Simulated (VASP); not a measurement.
# Ti (P6_3/mmc) in VASP: further runs

Runs on Ti. Level: LDA. Tasks: single point.

Everything below comes from runs of VASP 6.6.1. Logs are shortened: lines on timing, memory, paths and dates and some standing lists are left out, and cuts for length are marked.

## (1) The cell of the first run

Symmetry: P6_3/mmc, No. 194, hexagonal system. Conventional cell: a = 2.858 Å, b = 2.858 Å, c = 4.993 Å, α = 90.00°, β = 90.00°, γ = 120.00°. Within 3.8 Å of Ti (site symmetry -6m2) lie 12 Ti at 2.86 to 2.99 Å.

## (2) Single point, LDA

INCAR reads:

```
PREC = Accurate
ENCUT = 520
EDIFF = 1E-6
ISMEAR = 0
SIGMA = 0.15
LREAL = False
LASPH = True
NELM = 60
ALGO = Fast
ISIF = 2
LWAVE = False
LCHARG = False
GGA = CA
NBANDS = 19
```

KPOINTS reads:

```
Automatic mesh
0
Gamma
  21 21 12
```

POSCAR reads:

```
Ti
1.0
    2.8577493804      0.0000000000      0.0000000000
   -1.4288746902      2.4748835611      0.0000000000
    0.0000000000      0.0000000000      4.9934120815
Ti
2
Direct
    0.3333333333      0.6666666667      0.2500000000
    0.6666666667      0.3333333333      0.7500000000
```

Potentials or basis: VASP PAW LDA potentials, release 64 (Ti_sv).

Started as:

```
> cat potpaw_LDA.64/Ti_sv/POTCAR > POTCAR
> mpirun -np 1 vasp_std > vasp.out
```

OUTCAR:

```text
PREC = Accurate
   ENCUT = 520
   EDIFF = 1E-6
   ISMEAR = 0
   LREAL = False
   LASPH = True
   NELM = 60
   ISIF = 2
   GGA = CA

 ion  position               nearest neighbor table
   1  0.333  0.667  0.250-
   2  0.667  0.333  0.750-

  LATTYP: Found a hexagonal cell.
 ALAT       =     2.8577493804
 C/A-ratio  =     1.7473233012

  Lattice vectors:

 A1 = (   2.8577493804,   0.0000000000,   0.0000000000)
 A2 = (  -1.4288746902,   2.4748835611,   0.0000000000)
 A3 = (   0.0000000000,   0.0000000000,   4.9934120815)

Analysis of symmetry for initial positions (statically):
=====================================================================
 Subroutine PRICEL returns:
 Original cell was already a primitive cell.

 Routine SETGRP: Setting up the symmetry group for a
 hexagonal supercell.

 Subroutine GETGRP returns: Found 24 space group operations
 (whereof 12 operations were pure point group operations)
 out of a pool of 24 trial point group operations.

The static configuration has the point symmetry D_3d.
 The point group associated with its full space group is D_6h.

Analysis of symmetry for dynamics (positions and initial velocities):
=====================================================================
 Subroutine PRICEL returns:
 Original cell was already a primitive cell.

 Routine SETGRP: Setting up the symmetry group for a
 hexagonal supercell.

 Subroutine GETGRP returns: Found 24 space group operations
 (whereof 12 operations were pure point group operations)
 out of a pool of 24 trial point group operations.

The dynamic configuration has the point symmetry D_3d.
 The point group associated with its full space group is D_6h.

 Subroutine INISYM returns: Found 24 space group operations
 (whereof 12 operations are pure point group operations),
 and found     1 'primitive' translations

----------------------------------------------------------------------------------------

                                     Primitive cell

  volume of cell :      35.3164

  direct lattice vectors                    reciprocal lattice vectors
     2.857749380  0.000000000  0.000000000     0.349925717  0.202029707  0.000000000
    -1.428874690  2.474883561  0.000000000     0.000000000  0.404059413  0.000000000
     0.000000000  0.000000000  4.993412081     0.000000000  0.000000000  0.200263864

  length of vectors
     2.857749380  2.857749380  4.993412081     0.404059413  0.404059413  0.200263864

  position of ions in fractional coordinates (direct lattice)
     0.333333333  0.666666667  0.250000000
     0.666666667  0.333333333  0.750000000

  ion indices of the primitive-cell ions
   primitive index   ion index
                 1           1
                 2           2

----------------------------------------------------------------------------------------

 KPOINTS: Automatic mesh

Automatic generation of k-mesh.
 Grid dimensions read from file:
 generate k-points for:   21   21   12

 Generating k-lattice:

  Cartesian coordinates                     Fractional coordinates (reciprocal lattice)
     0.016663129  0.009620462  0.000000000     0.047619048  0.000000000  0.000000000
     0.000000000  0.019240924  0.000000000     0.000000000  0.047619048  0.000000000
     0.000000000  0.000000000  0.016688655     0.000000000  0.000000000  0.083333333

  Length of vectors
     0.019240924  0.019240924  0.016688655

  Shift w.r.t. Gamma in fractional coordinates (k-lattice)
     0.000000000  0.000000000  0.000000000

 Subroutine IBZKPT returns following result:
 ===========================================

 Found    336 irreducible k-points:

 Following reciprocal coordinates:
            Coordinates               Weight
  0.000000  0.000000  0.000000      1.000000
  0.047619 -0.000000  0.000000      6.000000
  0.095238  0.000000  0.000000      6.000000
  0.142857  0.000000  0.000000      6.000000
  0.190476  0.000000  0.000000      6.000000
  0.238095 -0.000000  0.000000      6.000000
[... 16 lines left out ...]
  0.142857  0.095238  0.000000     12.000000
  0.190476  0.095238  0.000000     12.000000
 [... further k-points ...]
   k-points           NKPTS =    336   k-points in BZ     NKDIM =    336   number of bands    NBANDS=     19
   number of dos      NEDOS =    301   number of ions     NIONS =      2
   total plane-waves  NPLWV =  23040
   dimension x,y,z NGX =    24 NGY =   24 NGZ =   40
   dimension x,y,z NGXF=    48 NGYF=   48 NGZF=   80
   ions per type =               2
   NGX,Y,Z   is equivalent  to a cutoff of  13.96, 13.96, 13.32 a.u.
   NGXF,Y,Z  is equivalent  to a cutoff of  27.92, 27.92, 26.63 a.u.
 SYSTEM =  unknown system
   PREC   = accura    normal or accurate (medium, high low for compatibility)
   ISTART =      0    job   : 0-new  1-cont  2-samecut
   ICHARG =      2    charge: 1-file 2-atom 10-const
   ISPIN  =      1    spin polarized calculation?
   LNONCOLLINEAR =      F non collinear calculations
   LSORBIT =      F    spin-orbit coupling
   LASPH  =      T    aspherical Exc in radial PAW
   ENCUT  =  520.0 eV  38.22 Ry    6.18 a.u.   5.31  5.31  9.28*2*pi/ulx,y,z
   NELM   =     60;   NELMIN=  2; NELMDL= -5     # of ELM steps
   EDIFF  = 0.1E-05   stopping-criterion for ELM
   LREAL  =      F    real-space projection
   EDIFFG = 0.1E-04   stopping-criterion for IOM
   NSW    =      0    number of steps for IOM
   IBRION =     -1    ionic relax: 0-MD 1-quasi-New 2-CG
   NFREE  =      0    steps in history (QN), initial steepest desc. (CG)
   ISIF   =      2    stress and relaxation
   ISYM   =      2    0-nonsym 1-usesym 2-fastsym
   POTIM  = 0.5000    time-step for ionic-motion
   TEBEG  =    0.0;   TEEND  =   0.0 temperature during run
   PSTRESS=    0.0 pullay stress
   NELECT =      24.0000    total number of electrons
   NUPDOWN=      -1.0000    fix difference up-down
   EMIN   =  10.00;   EMAX   =-10.00  energy-range for DOS
   EFERMI =   0.00;   METHOD = LEGACY
   ISMEAR =     0;   SIGMA  =   0.15  broadening in eV -4-tet -1-fermi 0-gaus
   EFERMI_NEDOS =   21; number of points for ismear=-14 and -15
   IALGO  =     68    algorithm
   IMIX   =      4    mixing-type and parameters
     AMIX     =   0.40;   BMIX     =  1.00
     AMIX_MAG =   1.60;   BMIX_MAG =  1.00
  volume/ion in A,a.u.               =      17.66       119.16
  Fermi-wavevector in a.u.,A,eV,Ry     =   1.439306  2.719894 28.185854  2.071602
  Thomas-Fermi vector in A             =   2.558176
   LORBIT       =      0    0 simple, 1 ext, 2 COOP (PROOUT), +10 PAW based schemes
   GGA     = CA    functional components
   LHFCALC =     F    Hartree Fock is set to
   AEXX    =    0.0000 exact exchange contribution
   IVDW    =     0    specifies the selected vdW correction
   LEPSILON=     F    determine dielectric tensor
   LRPA    =     F    only Hartree local field effects (RPA)
 non-spin polarized calculation
 RMM-DIIS sequential band-by-band and
 Gauss-broadening in eV      SIGMA  =   0.15
  energy-cutoff  :      520.00
  volume of cell :       35.32
 maximum number of plane-waves:       978
 NGX is ok and might be reduce to    24
   NGX = 11   NGY = 11   NGZ = 19

 number of electron      24.0000003 magnetization

 Free energy of the ion-electron system (eV)
  ---------------------------------------------------
  ext. energy  EPLUGINS =         0.00000000
  ---------------------------------------------------
  free energy    TOTEN  =       -16.94187888 eV

  energy without entropy =      -16.91470011  energy(sigma->0) =      -16.92828950

 E-fermi :   7.8725     XC(G=0): -11.6997

 val. band max:        7.8642740451   @ k =   0.0000   0.0000   0.3333
 cond. band min:       7.8734750313   @ k =   0.0476  -0.0000   0.3333
 fundamental gap:      0.0092009862
 Fermi energy:         7.8724784885

 k-point     1 :       0.0000    0.0000    0.0000
  band No.  band energies     occupation
      1     -48.2386      2.00000
      2     -48.1470      2.00000
      3     -25.1251      2.00000
      4     -24.5708      2.00000
      5     -24.4930      2.00000
      6     -24.4930      2.00000
[... 11 lines left out ...]
     18       9.9411      0.00000
     19      11.0298      0.00000

 k-point     2 :       0.0476   -0.0000    0.0000
  band No.  band energies     occupation
      1     -48.2359      2.00000
      2     -48.1452      2.00000
      3     -25.1202      2.00000
      4     -24.5716      2.00000
      5     -24.5069      2.00000
      6     -24.4970      2.00000
[... 11 lines left out ...]
     18       9.9058      0.00000
     19      11.0431      0.00000

 k-point     3 :       0.0952    0.0000    0.0000
  band No.  band energies     occupation
      1     -48.2279      2.00000
      2     -48.1399      2.00000
      3     -25.1059      2.00000
      4     -24.5740      2.00000
      5     -24.5472      2.00000
      6     -24.5082      2.00000
[... 11 lines left out ...]
     18       9.8092      0.00000
     19      11.0759      0.00000

 k-point     4 :       0.1429    0.0000    0.0000
  band No.  band energies     occupation
      1     -48.2152      2.00000
      2     -48.1317      2.00000
      3     -25.0830      2.00000
      4     -24.6103      2.00000
      5     -24.5783      2.00000
      6     -24.5541      2.00000
[... 11 lines left out ...]
     18       9.6713      0.00000
     19      11.1147      0.00000

 k-point     5 :       0.1905    0.0000    0.0000
  band No.  band energies     occupation
      1     -48.1989      2.00000
      2     -48.1214      2.00000
      3     -25.0526      2.00000
      4     -24.6908      2.00000
      5     -24.6333      2.00000
      6     -24.5848      2.00000
[... 11 lines left out ...]
     18       9.7724      0.00000
     19      11.1492      0.00000
[... 334 lines left out ...]
      2     -48.0741      2.00000
      3     -25.1098      2.00000
      4     -25.0280      2.00000
      5     -24.8402      2.00000
      6     -24.6691      2.00000
[... 11 lines left out ...]
     18      11.5375      0.00000
     19      12.3493      0.00000

 k-point    22 :       0.0952    0.0952    0.0000
  band No.  band energies     occupation
      1     -48.2080      2.00000
      2     -48.1271      2.00000
      3     -25.0697      2.00000
      4     -24.6357      2.00000
      5     -24.6015      2.00000
      6     -24.5810      2.00000
[... 11 lines left out ...]
     18       9.6969      0.00000
     19      11.0926      0.00000

 k-point    23 :       0.1429    0.0952    0.0000
  band No.  band energies     occupation
      1     -48.1923      2.00000
      2     -48.1173      2.00000
      3     -25.0401      2.00000
      4     -24.7055      2.00000
      5     -24.6740      2.00000
      6     -24.5877      2.00000
[... 11 lines left out ...]
     18       9.9740      0.00000
     19      11.0954      0.00000

 k-point    24 :       0.1905    0.0952    0.0000
  band No.  band energies     occupation
      1     -48.1743      2.00000
      2     -48.1066      2.00000
      3     -25.0050      2.00000
      4     -24.7879      2.00000
      5     -24.7498      2.00000
      6     -24.5972      2.00000
[... 11 lines left out ...]
     18      10.3552      0.00000
     19      11.0969      0.00000

 [... further k-points ...]

------------------------ aborting loop because EDIFF is reached ----------------------------------------

  FORCE on cell =-STRESS in cart. coord.  units (eV):
  Direction    XX          YY          ZZ          XY          YZ          ZX
  --------------------------------------------------------------------------------------
  -------------------------------------------------------------------------------------
  Total       -1.6237919     -1.6237919     -3.4288157      0.0000000     -0.0000000      0.0000000
  in kB      -73.6655831    -73.6655831   -155.5530048      0.0000000     -0.0000000      0.0000000
  external PRESSURE =    -100.9613903 kB  Pullay stress =       0.0000000 kB

 VOLUME and BASIS-vectors are now :
 -----------------------------------------------------------------------------
  energy-cutoff  :      520.00
  volume of cell :       35.32
      direct lattice vectors                 reciprocal lattice vectors
     2.857749380  0.000000000  0.000000000     0.349925717  0.202029707  0.000000000
    -1.428874690  2.474883561  0.000000000     0.000000000  0.404059413  0.000000000
     0.000000000  0.000000000  4.993412081     0.000000000  0.000000000  0.200263864

 POSITION                                       TOTAL-FORCE (eV/Angst)
 -----------------------------------------------------------------------------------
     -0.00000      1.64992      1.24835         0.000000      0.000000      0.000000
      1.42887      0.82496      3.74506        -0.000000     -0.000000      0.000000
 -----------------------------------------------------------------------------------
    total drift:                                0.000000     -0.000000      0.000000

  FREE ENERGIE OF THE ION-ELECTRON SYSTEM (eV)
  ---------------------------------------------------
  free  energy   TOTEN  =       -16.9418788774 eV

  energy  without entropy=      -16.9147001126  energy(sigma->0) =      -16.92828950
```

Run time: 6.5 min. Hardware: 1 thread of AMD EPYC 9R45 (Zen 5), shared host; peak memory 0.26 GiB.

What came out:

| Quantity | Value |
| --- | --- |
| Free energy | -16.9419 eV |
| Pressure | -10.1 GPa |
| Band gap on the k mesh | zero (bands 12 and 13 overlap by 0.57 eV) |

Caveat: the cell stands under tension.

[end of part 1 of 3]
